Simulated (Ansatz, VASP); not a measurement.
## One calculation of InAs, two programs

```xyz
2
Lattice="0.0000 2.5470 2.5470 2.5470 0.0000 2.5470 2.5470 2.5470 0.0000" Properties=species:S:1:pos:R:3 pbc="T T T"
In    0.0000    0.0000    0.0000
As    2.5470    2.5470    2.5470
```

Change from the starting cell: volume scaled by 0.72, PAW files.

Alike in both runs: task single point; functional r2SCAN; k mesh 13 × 13 × 13; occupations fermi-dirac, width 0.05 eV; no spin polarisation.

|  | VASP | Ansatz |
| --- | --- | --- |
| version | VASP 6.6.1 | Ansatz 0.2.0 |
| potentials or method | VASP PAW PBE potentials, release 64 (In_d, As) | PAW with Ansatz's default frozen-core files, scalar-relativistic |
| plane-wave cutoff (eV) | 550 | 500 |
| valence electrons in the cell | 18 | 28 |

VASP gave:

| Quantity | Value |
| --- | --- |
| pressure (GPa) | 52.2 |

Question: What did Ansatz give for the same quantities?

Answer: Pressure (GPa): 51.5.

VASP's potentials were made for PBE, not for r2SCAN. Both programs put the cell under a high pressure, so it lies far from rest at this level. The functional is the same, so the differences come from potentials, cutoffs and numerics. VASP's potentials hold 18 valence electrons a cell and Ansatz's 28, so a difference there can come from the potentials and not from the codes.
